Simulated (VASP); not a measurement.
# BiTe (I4mm) in VASP: notebook

BiTe is run at these levels: PBE; tasks: single point.

All numbers are computed with VASP 6.6.1; they aren't measurements. Logs are shortened: lines on timing, memory, paths and dates and some standing lists are left out, and cuts for length are marked.

## 1. The cell of the first run

Symmetry: I4mm, No. 107, tetragonal system. The conventional cell has a = 4.598 Å, b = 4.598 Å, c = 6.047 Å, α = 90.00°, β = 90.00°, γ = 90.00°. Bi (site symmetry 4mm) has 6 Te at 2.86 to 3.26 Å within 3.8 Å. Within 3.8 Å of Te (site symmetry 4mm) lie 6 Bi at 2.86 to 3.26 Å.

## 2. Single point, PBE (atoms displaced along a vibrational mode, the cell strained)

INCAR reads:

```
PREC = Accurate ; ENCUT = 520
EDIFF = 1E-6 ; ISMEAR = 0
SIGMA = 0.15 ; LREAL = False
LASPH = True ; NELM = 80
ALGO = Normal ; ISIF = 2
LWAVE = False ; LCHARG = False
GGA = PE ; NBANDS = 18
```

KPOINTS reads:

```
regular mesh
0
Gamma
  12 12 12
```

POSCAR reads:

```
BiTe
1.0
    0.0000000000      3.2511939987      3.0236104188
    3.2511939987      0.0000000000      3.0236104188
    3.2511939987      3.2511939987      0.0000000000
Bi Te
1 1
Direct
    0.0101695256      0.0101695256     -0.0101695256
    0.4833445805      0.4833445805      0.5166554195
```

Potentials or basis: VASP PAW PBE potentials, release 64 (Bi_d, Te).

Command:

```console
cat potpaw_PBE.64/Bi_d/POTCAR potpaw_PBE.64/Te/POTCAR > POTCAR
mpirun -np 1 vasp_std > vasp.out
```

OUTCAR:

```text
PREC = Accurate
   ENCUT = 520
   EDIFF = 1E-6
   ISMEAR = 0
   LREAL = False
   LASPH = True
   NELM = 80
   ISIF = 2
   GGA = PE

 ion  position               nearest neighbor table
   1  0.010  0.010  0.990-   2 2.86   2 3.19   2 3.26   2 3.26   2 3.26   2 3.26
   2  0.483  0.483  0.517-   1 2.86   1 3.19   1 3.26   1 3.26   1 3.26   1 3.26

  LATTYP: Found a body centered tetragonal cell.
 ALAT       =     4.5978826469
 C/A-ratio  =     1.3152186130

  Lattice vectors:

 A1 = (   0.0000000000,  -3.2511939987,  -3.0236104188)
 A2 = (   0.0000000000,   3.2511939987,  -3.0236104188)
 A3 = (   3.2511939987,   0.0000000000,   3.0236104188)

Analysis of symmetry for initial positions (statically):
=====================================================================
 Subroutine PRICEL returns:
 Original cell was already a primitive cell.

 Routine SETGRP: Setting up the symmetry group for a
 body centered tetragonal supercell.

 Subroutine GETGRP returns: Found  8 space group operations
 (whereof  8 operations were pure point group operations)
 out of a pool of 16 trial point group operations.

The static configuration has the point symmetry C_4v.

Analysis of symmetry for dynamics (positions and initial velocities):
=====================================================================
 Subroutine PRICEL returns:
 Original cell was already a primitive cell.

 Routine SETGRP: Setting up the symmetry group for a
 body centered tetragonal supercell.

 Subroutine GETGRP returns: Found  8 space group operations
 (whereof  8 operations were pure point group operations)
 out of a pool of 16 trial point group operations.

The dynamic configuration has the point symmetry C_4v.

 Subroutine INISYM returns: Found  8 space group operations
 (whereof  8 operations are pure point group operations),
 and found     1 'primitive' translations

----------------------------------------------------------------------------------------

                                     Primitive cell

  volume of cell :      63.9207

  direct lattice vectors                    reciprocal lattice vectors
     0.000000000  3.251193999  3.023610419    -0.153789654  0.153789654  0.165365219
     3.251193999  0.000000000  3.023610419     0.153789654 -0.153789654  0.165365219
     3.251193999  3.251193999  0.000000000     0.153789654  0.153789654 -0.165365219

  length of vectors
     4.439874140  4.439874140  4.597882647     0.273218175  0.273218175  0.273218175

  position of ions in fractional coordinates (direct lattice)
     0.010169526  0.010169526  0.989830474
     0.483344581  0.483344581  0.516655419

  ion indices of the primitive-cell ions
   primitive index   ion index
                 1           1
                 2           2

----------------------------------------------------------------------------------------

 KPOINTS: regular mesh

Automatic generation of k-mesh.
 Grid dimensions read from file:
 generate k-points for:   12   12   12

 Generating k-lattice:

  Cartesian coordinates                     Fractional coordinates (reciprocal lattice)
    -0.012815804  0.012815804  0.013780435     0.083333333  0.000000000  0.000000000
     0.012815804 -0.012815804  0.013780435     0.000000000  0.083333333  0.000000000
     0.012815804  0.012815804 -0.013780435    -0.000000000 -0.000000000  0.083333333

  Length of vectors
     0.022768181  0.022768181  0.022768181

  Shift w.r.t. Gamma in fractional coordinates (k-lattice)
     0.000000000  0.000000000  0.000000000

 Subroutine IBZKPT returns following result:
 ===========================================

 Found    163 irreducible k-points:

 Following reciprocal coordinates:
            Coordinates               Weight
  0.000000  0.000000  0.000000      1.000000
  0.083333  0.000000  0.000000      8.000000
  0.166667  0.000000  0.000000      8.000000
  0.250000  0.000000  0.000000      8.000000
  0.333333  0.000000  0.000000      8.000000
  0.416667  0.000000  0.000000      8.000000
[... 16 lines left out ...]
  0.500000  0.166667  0.000000      8.000000
 -0.416667  0.166667  0.000000      8.000000
 [... further k-points ...]
   k-points           NKPTS =    163   k-points in BZ     NKDIM =    163   number of bands    NBANDS=     18
   number of dos      NEDOS =    301   number of ions     NIONS =      2
   total plane-waves  NPLWV =  46656
   dimension x,y,z NGX =    36 NGY =   36 NGZ =   36
   dimension x,y,z NGXF=    72 NGYF=   72 NGZF=   72
   ions per type =               1   1
   NGX,Y,Z   is equivalent  to a cutoff of  13.48, 13.48, 13.02 a.u.
   NGXF,Y,Z  is equivalent  to a cutoff of  26.96, 26.96, 26.03 a.u.
 SYSTEM =  unknown system
   PREC   = accura    normal or accurate (medium, high low for compatibility)
   ISTART =      0    job   : 0-new  1-cont  2-samecut
   ICHARG =      2    charge: 1-file 2-atom 10-const
   ISPIN  =      1    spin polarized calculation?
   LNONCOLLINEAR =      F non collinear calculations
   LSORBIT =      F    spin-orbit coupling
   LASPH  =      T    aspherical Exc in radial PAW
   ENCUT  =  520.0 eV  38.22 Ry    6.18 a.u.   8.26  8.26  8.55*2*pi/ulx,y,z
   NELM   =     80;   NELMIN=  2; NELMDL= -5     # of ELM steps
   EDIFF  = 0.1E-05   stopping-criterion for ELM
   LREAL  =      F    real-space projection
   EDIFFG = 0.1E-04   stopping-criterion for IOM
   NSW    =      0    number of steps for IOM
   IBRION =     -1    ionic relax: 0-MD 1-quasi-New 2-CG
   NFREE  =      0    steps in history (QN), initial steepest desc. (CG)
   ISIF   =      2    stress and relaxation
   ISYM   =      2    0-nonsym 1-usesym 2-fastsym
   POTIM  = 0.5000    time-step for ionic-motion
   TEBEG  =    0.0;   TEEND  =   0.0 temperature during run
   PSTRESS=    0.0 pullay stress
   NELECT =      21.0000    total number of electrons
   NUPDOWN=      -1.0000    fix difference up-down
   EMIN   =  10.00;   EMAX   =-10.00  energy-range for DOS
   EFERMI =   0.00;   METHOD = LEGACY
   ISMEAR =     0;   SIGMA  =   0.15  broadening in eV -4-tet -1-fermi 0-gaus
   EFERMI_NEDOS =   21; number of points for ismear=-14 and -15
   IALGO  =     38    algorithm
   IMIX   =      4    mixing-type and parameters
     AMIX     =   0.40;   BMIX     =  1.00
     AMIX_MAG =   1.60;   BMIX_MAG =  1.00
  volume/ion in A,a.u.               =      31.96       215.68
  Fermi-wavevector in a.u.,A,eV,Ry     =   1.129624  2.134681 17.361732  1.276051
  Thomas-Fermi vector in A             =   2.266318
   LORBIT       =      0    0 simple, 1 ext, 2 COOP (PROOUT), +10 PAW based schemes
   GGA     = PE    functional components
   LHFCALC =     F    Hartree Fock is set to
   AEXX    =    0.0000 exact exchange contribution
   IVDW    =     0    specifies the selected vdW correction
   LEPSILON=     F    determine dielectric tensor
   LRPA    =     F    only Hartree local field effects (RPA)
 non-spin polarized calculation
 Gauss-broadening in eV      SIGMA  =   0.15
  energy-cutoff  :      520.00
  volume of cell :       63.92
 maximum number of plane-waves:      1736
 NGX is ok and might be reduce to    36
   NGX = 17   NGY = 17   NGZ = 17

 number of electron      21.0000000 magnetization

 Free energy of the ion-electron system (eV)
  ---------------------------------------------------
  ext. energy  EPLUGINS =         0.00000000
  ---------------------------------------------------
  free energy    TOTEN  =        -6.97506084 eV

  energy without entropy =       -6.95887820  energy(sigma->0) =       -6.96696952

 E-fermi :   7.4379     XC(G=0):  -9.6823

 val. band max:        7.4210039200   @ k =  -0.2500   0.2500   0.1667
 cond. band min:       7.4393622116   @ k =   0.4167   0.0833   0.1667
 fundamental gap:      0.0183582915
 Fermi energy:         7.4379401868

 k-point     1 :       0.0000    0.0000    0.0000
  band No.  band energies     occupation
      1     -15.8844      2.00000
      2     -15.8433      2.00000
      3     -15.8433      2.00000
      4     -15.7893      2.00000
      5     -15.7832      2.00000
      6      -6.6667      2.00000
[... 10 lines left out ...]
     17      13.1393      0.00000
     18      13.5886      0.00000

 k-point     2 :       0.0833    0.0000    0.0000
  band No.  band energies     occupation
      1     -15.8849      2.00000
      2     -15.8429      2.00000
      3     -15.8428      2.00000
      4     -15.7894      2.00000
      5     -15.7831      2.00000
      6      -6.6005      2.00000
[... 10 lines left out ...]
     17      13.5688      0.00000
     18      13.9596      0.00000

 k-point     3 :       0.1667    0.0000    0.0000
  band No.  band energies     occupation
      1     -15.8864      2.00000
      2     -15.8419      2.00000
      3     -15.8414      2.00000
      4     -15.7894      2.00000
      5     -15.7826      2.00000
      6      -6.4029      2.00000
[... 10 lines left out ...]
     17      14.5688      0.00000
     18      14.8886      0.00000

 k-point     4 :       0.2500    0.0000    0.0000
  band No.  band energies     occupation
      1     -15.8884      2.00000
      2     -15.8405      2.00000
      3     -15.8398      2.00000
      4     -15.7894      2.00000
      5     -15.7819      2.00000
      6      -6.0787      2.00000
[... 375 lines left out ...]
      4     -15.7863      2.00000
      5     -15.7838      2.00000
      6      -5.0986      2.00000
[... 10 lines left out ...]
     17      16.1091      0.00000
     18      16.6746      0.00000

 k-point    23 :       0.5000    0.1667    0.0000
  band No.  band energies     occupation
      1     -15.8964      2.00000
      2     -15.8352      2.00000
      3     -15.8343      2.00000
      4     -15.7871      2.00000
      5     -15.7826      2.00000
      6      -4.6176      2.00000
[... 10 lines left out ...]
     17      16.7569      0.00000
     18      17.3090      0.00000

 k-point    24 :      -0.4167    0.1667    0.0000
  band No.  band energies     occupation
      1     -15.8953      2.00000
      2     -15.8360      2.00000
      3     -15.8346      2.00000
      4     -15.7883      2.00000
      5     -15.7813      2.00000
      6      -4.7431      2.00000
[... 10 lines left out ...]
     17      17.4983      0.00000
     18      18.4168      0.00000

 [... further k-points ...]
[... 5 lines left out ...]
  --------------------------------------------------------------------------------------
  -------------------------------------------------------------------------------------
  Total        0.8944559      0.8944559      4.6697831      0.0000000     -0.0000000      0.0000000
  in kB       22.4196031     22.4196031    117.0484572      0.0000000     -0.0000000      0.0000000
  external PRESSURE =      53.9625544 kB  Pullay stress =       0.0000000 kB

 VOLUME and BASIS-vectors are now :
 -----------------------------------------------------------------------------
  energy-cutoff  :      520.00
  volume of cell :       63.92
      direct lattice vectors                 reciprocal lattice vectors
     0.000000000  3.251193999  3.023610419    -0.153789654  0.153789654  0.165365219
     3.251193999  0.000000000  3.023610419     0.153789654 -0.153789654  0.165365219
     3.251193999  3.251193999  0.000000000     0.153789654  0.153789654 -0.165365219

 POSITION                                       TOTAL-FORCE (eV/Angst)
 -----------------------------------------------------------------------------------
      3.25119      3.25119      0.06150         0.000000      0.000000     -0.861621
      3.25119      3.25119      2.92289         0.000000      0.000000      0.861621
 -----------------------------------------------------------------------------------
    total drift:                                0.000000      0.000000      0.000548

  FREE ENERGIE OF THE ION-ELECTRON SYSTEM (eV)
  ---------------------------------------------------
  free  energy   TOTEN  =        -6.9750608411 eV

  energy  without entropy=       -6.9588781986  energy(sigma->0) =       -6.96696952
```

Run time: 2.6 min. Hardware: 1 thread of Intel Xeon 8259CL, shared host; peak memory 0.34 GiB.

Results:

```yaml
Free_energy: -6.9751 eV
Pressure: 5.4 GPa
Largest_force: 0.862 eV/Å
Band_gap_on_the_k_mesh: zero (an odd number of electrons rules out a gap without spin polarisation)
```

Forces in eV/Å, atoms in the order of the input:
```
Bi   0.000  0.000 -0.862
Te   0.000  0.000  0.862
```

Caveat: the cell differs from its parent crystal (atoms displaced along a vibrational mode, the cell strained); the stress differs along the axes, from 2 to 12 GPa; spin-orbit coupling is left out, which moves the levels of the heavy elements.

## 3. Single point, PBE (atoms displaced along a vibrational mode, the cell strained)

INCAR reads:

```
PREC     = Accurate       # precision mode
ENCUT    = 520            # plane-wave cutoff, eV
EDIFF    = 1E-6           # SCF threshold, eV
ISMEAR   = 0              # smearing method
SIGMA    = 0.15           # smearing width, eV
LREAL    = F              # projectors in reciprocal space
LASPH    = T              # aspherical terms in the spheres
NELM     = 80             # most SCF steps
ALGO     = Normal         # electronic algorithm
ISIF     = 2              # what is computed and relaxed
LWAVE    = F              # write WAVECAR
LCHARG   = T              # write CHGCAR
GGA      = PE             # functional
LELF     = T              # ELF
LVHAR    = T            
NBANDS   = 18             # bands
```

KPOINTS is that of step 2.

POSCAR reads:

```
BiTe
1.0
    0.0000000000      3.2511939987      3.0236104188
    3.2511939987      0.0000000000      3.0236104188
    3.2511939987      3.2511939987      0.0000000000
Bi Te
1 1
Direct
    0.0305179670      0.0305179670     -0.0305179670
    0.4500183625      0.4500183625      0.5499816375
```

Potentials or basis: VASP PAW PBE potentials, release 64 (Bi_d, Te).

Command:

```console
cat potpaw_PBE.64/Bi_d/POTCAR potpaw_PBE.64/Te/POTCAR > POTCAR
mpirun -np 1 vasp_std > vasp.out
```

Wall time 4.3 min (1 thread of Intel Xeon 8259CL, shared host); peak memory 0.34 GiB.

The run converged. Its results:

* Free energy: -6.2236 eV
* Pressure: 12.5 GPa
* Largest force: 4.513 eV/Å
* Band gap on the k mesh: zero (an odd number of electrons rules out a gap without spin polarisation)

Forces in eV/Å, atoms in the order of the input:
```
Bi   0.000  0.000 -4.513
Te   0.000  0.000  4.513
```

Stress tensor (GPa, compression positive):
```
 4.16  0.00  0.00
 0.00  4.16  0.00
 0.00  0.00 29.04
```

Levels at points of the mesh, in eV from the Fermi level:
```csv
k point,band 6,band 7,band 8,band 9,band 10,band 11,band 12,band 13,band 14,band 15
"(0.00, 0.00, 0.00)",-14.63,-7.78,-3.99,-2.33,-2.33,0.52,0.52,4.03,4.85,5.02
"(0.50, 0.00, 0.00)",-13.22,-10.84,-3.09,-2.68,-2.35,-0.67,-0.56,0.92,6.52,7.59
"(0.50, 0.50, 0.00)",-12.07,-11.24,-5.64,-4.70,-4.70,1.75,3.70,3.70,6.65,8.32
"(0.50, 0.00, 0.50)",-13.21,-9.54,-6.25,-4.84,-3.68,0.25,4.28,4.89,5.60,8.29
```

Caveat: the cell differs from its parent crystal (atoms displaced along a vibrational mode, the cell strained); the stress differs along the axes, from 4 to 29 GPa; spin-orbit coupling is left out, which moves the levels of the heavy elements; forces of over 1 eV/Å act on the atoms, so gaps and moduli don't describe the material at rest.

[end of part 1 of 3]

The gap in the log of VASP goes by the Fermi energy; the results here count the filled bands.